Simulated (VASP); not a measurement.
A run of VASP 6.6.1:

POSCAR

```
SiO2
1.0
   -5.0596778151      0.0000000000      0.0000000000
   -2.5298389075     -4.3818095228      0.0000000000
    0.0000000000      0.0000000000     11.0821711646
Si O
6 12
Direct
    0.5000000000      0.5000000000      0.1666666667
    0.5000000000      0.5000000000      0.6666666667
    0.0000000000      0.5000000000      0.3333333333
    0.0000000000      0.5000000000      0.8333333333
    0.5000000000      0.0000000000      0.0000000000
    0.5000000000      0.0000000000      0.5000000000
    0.2082505232      0.2082505232      0.4166666667
    0.2082505232      0.2082505232      0.9166666667
    0.7917494768      0.4165010465      0.2500000000
    0.7917494768      0.4165010465      0.7500000000
    0.4165010465      0.7917494768      0.0833333333
    0.4165010465      0.7917494768      0.5833333333
    0.7917494768      0.7917494768      0.4166666667
    0.7917494768      0.7917494768      0.9166666667
    0.2082505232      0.5834989535      0.2500000000
    0.2082505232      0.5834989535      0.7500000000
    0.5834989535      0.2082505232      0.0833333333
    0.5834989535      0.2082505232      0.5833333333
```

Contents of INCAR.step1:

```
SYSTEM = SiO2
  PREC = Accurate
  ENCUT = 520
  ISMEAR = 0
  SIGMA = 0.05
  LREAL = Auto
  LASPH = .True.
  NELM = 60
  NBANDS = 63
  GGA = PE
  ALGO = Normal
  EDIFF = 1E-4
  LWAVE = .True.
  LCHARG = .False.
```

The input INCAR.step2:

```
SYSTEM = SiO2
  PREC = Accurate
  ENCUT = 520
  EDIFF = 1E-6
  ISMEAR = 0
  SIGMA = 0.05
  LREAL = Auto
  LASPH = .True.
  NELM = 60
  ALGO = Normal
  ISIF = 2
  LWAVE = .False.
  LCHARG = .False.
  METAGGA = R2SCAN
  LMIXTAU = .True.
  NBANDS = 63
  ISTART = 1
```

The input KPOINTS:

```
regular mesh
0
Gamma
  5 5 2
  0 0 0
```

Potentials or basis: VASP PAW PBE potentials, release 64 (Si, O).

Command:

```bash
$ cat potpaw_PBE.64/Si/POTCAR potpaw_PBE.64/O/POTCAR > POTCAR
$ cp INCAR.step1 INCAR
$ mpirun -np 1 vasp_std > vasp.out
$ cp INCAR.step2 INCAR
$ mpirun -np 1 vasp_std > vasp.out
```

Hardware: 1 thread of Intel(R) Xeon(R) Platinum 8488C (Sapphire Rapids), with other jobs on the host.

**Question.** Estimate the wall time of this run.

**Answer.** Wall time 8.3 min on 1 thread of Intel(R) Xeon(R) Platinum 8488C (Sapphire Rapids), with other jobs on the host, peak memory 0.41 GiB. Counts: k points 10.
